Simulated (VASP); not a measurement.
# Cu2H3 (P6/mmm) in VASP: a series of runs

Cu2H3 is run at these levels: PBE; tasks: single point, relaxation of cell and atoms.

Program: VASP 6.6.1. These are calculated values, not measurements. Logs are shortened: lines on timing, memory, paths and dates and some standing lists are left out, and cuts for length are marked.

### 1 The cell of the first run

Symmetry: P6/mmm, No. 191, hexagonal system. Conventional cell: a = 4.091 Å, b = 4.091 Å, c = 3.172 Å, α = 90.00°, β = 90.00°, γ = 120.00°. Cu (site symmetry -6m2) has 2 H at 1.59 Å within 2.1 Å. H (site symmetry -6m2) has 2 Cu at 1.59 Å within 2.1 Å. H (site symmetry 6/mmm) has 6 Cu at 2.36 Å and 14 H at 2.85 to 3.17 Å within 3.2 Å.

The cell was built from a structure type or drawn by symmetry, and may not be a known phase.

### 2 Single point, PBE

INCAR

```
SYSTEM = Cu2H3
PREC = Accurate ; ENCUT = 520
EDIFF = 1E-7 ; ISMEAR = 0
SIGMA = 0.1 ; LREAL = .False.
LASPH = .True. ; NELM = 60
ALGO = Normal ; ISIF = 2
LWAVE = .False. ; LCHARG = .False.
GGA = PE ; NBANDS = 20
```

KPOINTS

```
Automatic mesh
0
Gamma
  12 12 12
  0 0 0
```

POSCAR

```
Cu2H3
1.0
    4.0911025045      0.0000000000      0.0000000000
   -2.0455512523      3.5429986984      0.0000000000
    0.0000000000      0.0000000000      3.1723199087
Cu H
2 3
Direct
    0.3333333333      0.6666666667      0.5000000000
    0.6666666667      0.3333333333      0.5000000000
    0.3333333333      0.6666666667      0.0000000000
    0.6666666667      0.3333333333      0.0000000000
    0.0000000000      0.0000000000      0.5000000000
```

Potentials or basis: VASP PAW PBE potentials, release 64 (Cu, H).

Command:

```console
> cat potpaw_PBE.64/Cu/POTCAR potpaw_PBE.64/H/POTCAR > POTCAR
> mpirun -np 1 vasp_std > vasp.out
```

OUTCAR:

```text
SYSTEM = Cu2H3
   PREC = Accurate
   ENCUT = 520
   EDIFF = 1E-7
   ISMEAR = 0
   LREAL = .False.
   LASPH = .True.
   NELM = 60
   ISIF = 2
   GGA = PE

 ion  position               nearest neighbor table
   1  0.333  0.667  0.500-   3 1.59   3 1.59   2 2.36   2 2.36   2 2.36
   2  0.667  0.333  0.500-   4 1.59   4 1.59   1 2.36   1 2.36   1 2.36
   3  0.333  0.667  0.000-   1 1.59   1 1.59
   4  0.667  0.333  0.000-   2 1.59   2 1.59
   5  0.000  0.000  0.500-

  LATTYP: Found a hexagonal cell.
 ALAT       =     4.0911025045
 C/A-ratio  =     0.7754193167

  Lattice vectors:

 A1 = (   4.0911025045,   0.0000000000,   0.0000000000)
 A2 = (  -2.0455512523,   3.5429986984,   0.0000000000)
 A3 = (   0.0000000000,   0.0000000000,   3.1723199087)

Analysis of symmetry for initial positions (statically):
=====================================================================
 Subroutine PRICEL returns:
 Original cell was already a primitive cell.

 Routine SETGRP: Setting up the symmetry group for a
 hexagonal supercell.

 Subroutine GETGRP returns: Found 24 space group operations
 (whereof 24 operations were pure point group operations)
 out of a pool of 24 trial point group operations.

The static configuration has the point symmetry D_6h.

Analysis of symmetry for dynamics (positions and initial velocities):
=====================================================================
 Subroutine PRICEL returns:
 Original cell was already a primitive cell.

 Routine SETGRP: Setting up the symmetry group for a
 hexagonal supercell.

 Subroutine GETGRP returns: Found 24 space group operations
 (whereof 24 operations were pure point group operations)
 out of a pool of 24 trial point group operations.

The dynamic configuration has the point symmetry D_6h.

 Subroutine INISYM returns: Found 24 space group operations
 (whereof 24 operations are pure point group operations),
 and found     1 'primitive' translations

----------------------------------------------------------------------------------------

                                     Primitive cell

  volume of cell :      45.9821

  direct lattice vectors                    reciprocal lattice vectors
     4.091102505  0.000000000  0.000000000     0.244432888  0.141123394  0.000000000
    -2.045551252  3.542998698  0.000000000     0.000000000  0.282246787  0.000000000
     0.000000000  0.000000000  3.172319909     0.000000000  0.000000000  0.315226720

  length of vectors
     4.091102505  4.091102505  3.172319909     0.282246787  0.282246787  0.315226720

  position of ions in fractional coordinates (direct lattice)
     0.333333333  0.666666667  0.500000000
     0.666666667  0.333333333  0.500000000
     0.333333333  0.666666667  0.000000000
     0.666666667  0.333333333  0.000000000
     0.000000000  0.000000000  0.500000000

  ion indices of the primitive-cell ions
   primitive index   ion index
                 1           1
                 2           2
                 3           3
                 4           4
                 5           5

----------------------------------------------------------------------------------------

 KPOINTS: Automatic mesh

Automatic generation of k-mesh.
 Grid dimensions read from file:
 generate k-points for:   12   12   12

 Generating k-lattice:

  Cartesian coordinates                     Fractional coordinates (reciprocal lattice)
     0.020369407  0.011760283  0.000000000     0.083333333  0.000000000  0.000000000
     0.000000000  0.023520566  0.000000000     0.000000000  0.083333333  0.000000000
     0.000000000  0.000000000  0.026268893     0.000000000  0.000000000  0.083333333

  Length of vectors
     0.023520566  0.023520566  0.026268893

  Shift w.r.t. Gamma in fractional coordinates (k-lattice)
     0.000000000  0.000000000  0.000000000

 Subroutine IBZKPT returns following result:
 ===========================================

 Found    133 irreducible k-points:

 Following reciprocal coordinates:
            Coordinates               Weight
  0.000000  0.000000  0.000000      1.000000
  0.083333  0.000000  0.000000      6.000000
  0.166667  0.000000  0.000000      6.000000
  0.250000  0.000000  0.000000      6.000000
  0.333333 -0.000000  0.000000      6.000000
  0.416667  0.000000  0.000000      6.000000
[... 16 lines left out ...]
  0.250000  0.000000  0.083333     12.000000
  0.333333 -0.000000  0.083333     12.000000
 [... further k-points ...]
   k-points           NKPTS =    133   k-points in BZ     NKDIM =    133   number of bands    NBANDS=     20
   number of dos      NEDOS =    301   number of ions     NIONS =      5
   total plane-waves  NPLWV =  21600
   dimension x,y,z NGX =    30 NGY =   30 NGZ =   24
   dimension x,y,z NGXF=    60 NGYF=   60 NGZF=   48
   ions per type =               2   3
   NGX,Y,Z   is equivalent  to a cutoff of  12.19, 12.19, 12.58 a.u.
   NGXF,Y,Z  is equivalent  to a cutoff of  24.38, 24.38, 25.15 a.u.
 SYSTEM =  Cu2H3
   PREC   = accura    normal or accurate (medium, high low for compatibility)
   ISTART =      0    job   : 0-new  1-cont  2-samecut
   ICHARG =      2    charge: 1-file 2-atom 10-const
   ISPIN  =      1    spin polarized calculation?
   LNONCOLLINEAR =      F non collinear calculations
   LSORBIT =      F    spin-orbit coupling
   LASPH  =      T    aspherical Exc in radial PAW
   ENCUT  =  520.0 eV  38.22 Ry    6.18 a.u.   7.61  7.61  5.90*2*pi/ulx,y,z
   NELM   =     60;   NELMIN=  2; NELMDL= -5     # of ELM steps
   EDIFF  = 0.1E-06   stopping-criterion for ELM
   LREAL  =      F    real-space projection
   EDIFFG = 0.1E-05   stopping-criterion for IOM
   NSW    =      0    number of steps for IOM
   IBRION =     -1    ionic relax: 0-MD 1-quasi-New 2-CG
   NFREE  =      0    steps in history (QN), initial steepest desc. (CG)
   ISIF   =      2    stress and relaxation
   ISYM   =      2    0-nonsym 1-usesym 2-fastsym
   POTIM  = 0.5000    time-step for ionic-motion
   TEBEG  =    0.0;   TEEND  =   0.0 temperature during run
   PSTRESS=    0.0 pullay stress
   NELECT =      25.0000    total number of electrons
   NUPDOWN=      -1.0000    fix difference up-down
   EMIN   =  10.00;   EMAX   =-10.00  energy-range for DOS
   EFERMI =   0.00;   METHOD = LEGACY
   ISMEAR =     0;   SIGMA  =   0.10  broadening in eV -4-tet -1-fermi 0-gaus
   EFERMI_NEDOS =   21; number of points for ismear=-14 and -15
   IALGO  =     38    algorithm
   IMIX   =      4    mixing-type and parameters
     AMIX     =   0.40;   BMIX     =  1.00
     AMIX_MAG =   1.60;   BMIX_MAG =  1.00
  volume/ion in A,a.u.               =       9.20        62.06
  Fermi-wavevector in a.u.,A,eV,Ry     =   1.336161  2.524978 24.290830  1.785326
  Thomas-Fermi vector in A             =   2.464809
   LORBIT       =      0    0 simple, 1 ext, 2 COOP (PROOUT), +10 PAW based schemes
   GGA     = PE    functional components
   LHFCALC =     F    Hartree Fock is set to
   AEXX    =    0.0000 exact exchange contribution
   IVDW    =     0    specifies the selected vdW correction
   LEPSILON=     F    determine dielectric tensor
   LRPA    =     F    only Hartree local field effects (RPA)
 non-spin polarized calculation
 Gauss-broadening in eV      SIGMA  =   0.10
  energy-cutoff  :      520.00
  volume of cell :       45.98
 maximum number of plane-waves:      1258
   NGX = 15   NGY = 15   NGZ = 11

 number of electron      25.0000011 magnetization

 Free energy of the ion-electron system (eV)
  ---------------------------------------------------
  ext. energy  EPLUGINS =         0.00000000
  ---------------------------------------------------
  free energy    TOTEN  =       -14.49990609 eV

  energy without entropy =      -14.49496829  energy(sigma->0) =      -14.49743719

 E-fermi :   2.6303     XC(G=0): -10.1528

 val. band max:        2.6140529329   @ k =   0.0000   0.0000   0.2500
 cond. band min:       2.6387980783   @ k =   0.0833   0.0000   0.2500
 fundamental gap:      0.0247451454
 Fermi energy:         2.6303307129

 k-point     1 :       0.0000    0.0000    0.0000
  band No.  band energies     occupation
      1      -6.3480      2.00000
      2      -2.5431      2.00000
      3      -2.4335      2.00000
      4      -0.4357      2.00000
      5      -0.4357      2.00000
      6      -0.3202      2.00000
[... 12 lines left out ...]
     19      12.5695      0.00000
     20      17.8848      0.00000

 k-point     2 :       0.0833    0.0000    0.0000
  band No.  band energies     occupation
      1      -6.2791      2.00000
      2      -2.5831      2.00000
      3      -2.4066      2.00000
      4      -0.5440      2.00000
      5      -0.5217      2.00000
      6      -0.3281      2.00000
[... 12 lines left out ...]
     19      12.6509      0.00000
     20      17.7176      0.00000

 k-point     3 :       0.1667    0.0000    0.0000
  band No.  band energies     occupation
      1      -6.0761      2.00000
      2      -2.7029      2.00000
      3      -2.3281      2.00000
      4      -0.7467      2.00000
      5      -0.6305      2.00000
      6      -0.3487      2.00000
[... 12 lines left out ...]
     19      12.9967      0.00000
     20      17.3051      0.00000

 k-point     4 :       0.2500    0.0000    0.0000
  band No.  band energies     occupation
      1      -5.7525      2.00000
      2      -2.9029      2.00000
      3      -2.2063      2.00000
      4      -0.9610      2.00000
      5      -0.7170      2.00000
      6      -0.3752      2.00000
[... 12 lines left out ...]
     19      13.8501      0.00000
     20      17.0803      0.00000

 k-point     5 :       0.3333   -0.0000    0.0000
  band No.  band energies     occupation
      1      -5.3369      2.00000
      2      -3.1823      2.00000
      3      -2.0611      2.00000
      4      -1.1254      2.00000
      5      -0.7787      2.00000
      6      -0.4179      2.00000
[... 12 lines left out ...]
     19      14.5058      0.00000
     20      16.0322      0.00000
[... 353 lines left out ...]
      6      -0.3560      2.00000
[... 12 lines left out ...]
     19      13.8976      0.00000
     20      17.1689      0.00000

 k-point    22 :       0.1667    0.0000    0.0833
  band No.  band energies     occupation
      1      -5.9652      2.00000
      2      -2.5941      2.00000
      3      -2.3089      2.00000
      4      -0.7411      2.00000
      5      -0.6285      2.00000
      6      -0.3813      2.00000
[... 12 lines left out ...]
     19      13.9768      0.00000
     20      16.5988      0.00000

 k-point    23 :       0.2500    0.0000    0.0833
  band No.  band energies     occupation
      1      -5.6411      2.00000
      2      -2.7944      2.00000
      3      -2.1823      2.00000
      4      -0.9545      2.00000
      5      -0.7145      2.00000
      6      -0.4101      2.00000
[... 12 lines left out ...]
     19      13.9233      0.00000
     20      16.0982      0.00000

 k-point    24 :       0.3333   -0.0000    0.0833
  band No.  band energies     occupation
      1      -5.2251      2.00000
      2      -3.0738      2.00000
      3      -2.0308      2.00000
      4      -1.1189      2.00000
      5      -0.7762      2.00000
      6      -0.4466      2.00000
[... 12 lines left out ...]
     19      14.6071      0.00000
     20      16.2478      0.00000

 [... further k-points ...]
[... 5 lines left out ...]
  --------------------------------------------------------------------------------------
  -------------------------------------------------------------------------------------
  Total        0.0178058      0.0178058      0.0785282     -0.0000000      0.0000000      0.0000000
  in kB        0.6204164      0.6204164      2.7361995     -0.0000000      0.0000000      0.0000000
  external PRESSURE =       1.3256774 kB  Pullay stress =       0.0000000 kB

 VOLUME and BASIS-vectors are now :
 -----------------------------------------------------------------------------
  energy-cutoff  :      520.00
  volume of cell :       45.98
      direct lattice vectors                 reciprocal lattice vectors
     4.091102505  0.000000000  0.000000000     0.244432888  0.141123394  0.000000000
    -2.045551252  3.542998698  0.000000000     0.000000000  0.282246787  0.000000000
     0.000000000  0.000000000  3.172319909     0.000000000  0.000000000  0.315226720

 POSITION                                       TOTAL-FORCE (eV/Angst)
 -----------------------------------------------------------------------------------
     -0.00000      2.36200      1.58616        -0.000000     -0.000000      0.000000
      2.04555      1.18100      1.58616         0.000000     -0.000000      0.000000
     -0.00000      2.36200      0.00000        -0.000000      0.000000      0.000000
      2.04555      1.18100      0.00000        -0.000000      0.000000     -0.000000
      0.00000      0.00000      1.58616        -0.000000      0.000000      0.000000
 -----------------------------------------------------------------------------------
    total drift:                               -0.000000      0.000000      0.000000

  FREE ENERGIE OF THE ION-ELECTRON SYSTEM (eV)
  ---------------------------------------------------
  free  energy   TOTEN  =       -14.4999060859 eV

  energy  without entropy=      -14.4949682917  energy(sigma->0) =      -14.49743719
```

Run time: 2.8 min. Hardware: 1 thread of Intel Xeon 8259CL, shared host; peak memory 0.23 GiB.

Results:

```yaml
Free_energy: -14.4999 eV
Pressure: 0.1 GPa
Band_gap_on_the_k_mesh: zero (an odd number of electrons rules out a gap without spin polarisation)
```

### 3 Relaxation of cell and atoms, PBE

This run uses another cell than the first one, of 9.16 Å³/atom.

INCAR

```
PREC = Accurate
ENCUT = 600
EDIFF = 1E-7
ISMEAR = 0
SIGMA = 0.1
LREAL = F
LASPH = T
NELM = 60
ALGO = Normal
ISIF = 3
LWAVE = F
LCHARG = F
GGA = PE
IBRION = 2
NSW = 100
EDIFFG = -0.01
```

KPOINTS

```
Automatic mesh
0
Gamma
  12 12 12
```

POSCAR: that of step 2 with these lines changed.

```diff
@@ -2,5 +2,5 @@
 1.0
-    4.0911025045      0.0000000000      0.0000000000
-   -2.0455512523      3.5429986984      0.0000000000
-    0.0000000000      0.0000000000      3.1723199087
+    4.0760260751      0.0000000000      0.0000000000
+   -2.0380130376      3.5299421275      0.0000000000
+    0.0000000000      0.0000000000      3.1839679426
 Cu H
```

Potentials or basis: VASP PAW PBE potentials, release 64 (Cu, H).

Command:

```console
> cat potpaw_PBE.64/Cu/POTCAR potpaw_PBE.64/H/POTCAR > POTCAR
> mpirun -np 1 vasp_std > vasp.out
```

Run time: 10 min. Hardware: 1 thread of Intel Xeon 8259CL, shared host; peak memory 0.27 GiB.

It converged, with:

```
Free energy                           : -14.5014 eV
Relaxed volume                        : 9.23 Å³/atom
Relaxed cell                          : a = 4.096 Å, b = 4.096 Å, c = 3.176 Å, α = 90.00°, β = 90.00°, γ = 120.00°
Space group after relaxing (to 0.1 Å) : P6/mmm (No. 191)
Energy gained by relaxing             : 0.2 meV/atom
Ionic steps                           : 6
Pressure after relaxing               : 0.0 GPa
Band gap on the k mesh                : zero (an odd number of electrons rules out a gap without spin polarisation)
```

The path:
```
step  energy change (eV)  largest force (eV/Å)  pressure (GPa)  volume (Å³)
   1              0.0000                0.0000            0.29        45.81
   2             -0.0007                0.0000            0.25        45.92
   3             -0.0010                0.0000            0.15        46.03
   4             -0.0008                0.0000           -0.03        46.23
   5             -0.0011                0.0000            0.10        46.09
   6             -0.0011                0.0000            0.00        46.14
```

Final structure:
```cif
data_structure
_symmetry_space_group_name_H-M 'P 1'
_symmetry_Int_Tables_number 1
_cell_length_a 4.0956
_cell_length_b 4.0956
_cell_length_c 3.1763
_cell_angle_alpha 90.000
_cell_angle_beta 90.000
_cell_angle_gamma 120.000
_cell_volume 46.14
loop_
_atom_site_label
_atom_site_type_symbol
_atom_site_fract_x
_atom_site_fract_y
_atom_site_fract_z
_atom_site_occupancy
Cu1 Cu 0.33333 0.66667 0.50000 1
Cu2 Cu 0.66667 0.33333 0.50000 1
H1 H 0.33333 0.66667 0.00000 1
H2 H 0.66667 0.33333 0.00000 1
H3 H 0.00000 0.00000 0.50000 1
```

Levels at points of the mesh, in eV from the Fermi level:
| k point | band 11 | band 12 | band 13 | band 14 | band 15 | band 16 |
| --- | --- | --- | --- | --- | --- | --- |
| (0.00, 0.00, 0.00) | -2.23 | 1.12 | 2.25 | 4.84 | 4.84 | 7.35 |
| (0.50, 0.00, 0.00) | -1.94 | -1.45 | 1.15 | 2.02 | 8.53 | 8.82 |
| (0.00, 0.00, 0.50) | -2.41 | -2.37 | -0.68 | 3.66 | 7.51 | 7.51 |
| (0.50, 0.00, 0.50) | -1.97 | -1.92 | -1.84 | -0.05 | 4.49 | 4.83 |
